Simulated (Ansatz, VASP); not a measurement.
## BN: VASP beside Ansatz

```xyz
2
Lattice="0.0000 1.8025 1.8025 1.8025 0.0000 1.8025 1.8025 1.8025 0.0000" Properties=species:S:1:pos:R:3 pbc="T T T"
B     0.0000    0.0000    0.0000
N     0.9013    0.9013    0.9013
```

Alike in both runs: functional PBEsol; k mesh 10 × 10 × 10; occupations gaussian, width 0.02 eV; no spin polarisation.

Ansatz relaxed the structure, and its values are those at the end. VASP's run is a single point on that final structure, the one shown.

|  | VASP | Ansatz |
| --- | --- | --- |
| version | VASP 6.6.1 | Ansatz 0.2.0 |
| potentials or method | VASP PAW PBE potentials, release 64 (B, N), cutoff 600 eV | scalar-relativistic, plane waves, PAW |
| valence electrons in the cell | 8 | 8 |

VASP gave:

| Quantity | Value |
| --- | --- |
| gap on the k mesh at the Fermi level (eV) | 4.29 |
| least direct gap on the mesh (eV) | 8.80 |
| pressure (GPa) | 0.5 |

**Question.** What did Ansatz give for the same quantities?

**Answer.** gap on the k mesh at the Fermi level (eV): 4.29; least direct gap on the mesh (eV): 8.80; pressure (GPa): 0.0.

VASP's potentials were made for PBE, not for PBEsol, and Ansatz warns of the same on its side. With one functional, cell and mesh, what is left measures potentials, basis and numerics.
